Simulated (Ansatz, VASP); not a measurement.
# Two plane-wave programs on TePd

```
Te Pd
1.0
     4.15210    0.00000    0.00000
    -2.07605    3.59582    0.00000
     0.00000    0.00000    5.67190
Te Pd
2 2
Direct
  0.33333 0.66667 0.25000
  0.66667 0.33333 0.75000
  0.00000 0.00000 0.00000
  0.00000 0.00000 0.50000
```

Alike in both runs: task single point; functional LDA; k mesh 5 × 5 × 4; occupations gaussian, width 0.05 eV; collinear spin; Hubbard terms Pd d U = 1.0 eV.

```csv
,VASP,Ansatz
version,VASP 6.6.1,Ansatz 0.2.0
potentials or method,"VASP PAW LDA potentials, release 64 (Te, Pd), cutoff 520 eV","scalar-relativistic, plane waves, PAW"
valence electrons in the cell,32,68
```

```tsv
	VASP	Ansatz	Ansatz less VASP
gap on the k mesh at the Fermi level (eV)	none	none	-
pressure (GPa)	-4.6	-3.9	+0.67
traceless stress, the component that is largest in VASP (GPa)	-0.65	-0.88	-0.236
net moment per atom (μB)	0.00	0.00	0.000
```

LDA's correlation is that of Perdew and Zunger in VASP and of Perdew and Wang (1992) in Ansatz. The programs project onto different local orbitals, so the same U acts differently, and such runs can settle in different states. A gap of «none» marks a metal or a gap that the smearing closes. VASP's potentials hold 32 valence electrons a cell and Ansatz's 68, so a difference there can come from the potentials and not from the codes. Ansatz's warnings: filled band counts differ across k points, seeded moment not kept, specified occupation not kept, stress scf threshold loose, symmetry narrowed by occupation matrices.

Neither program's run includes spin-orbit coupling.
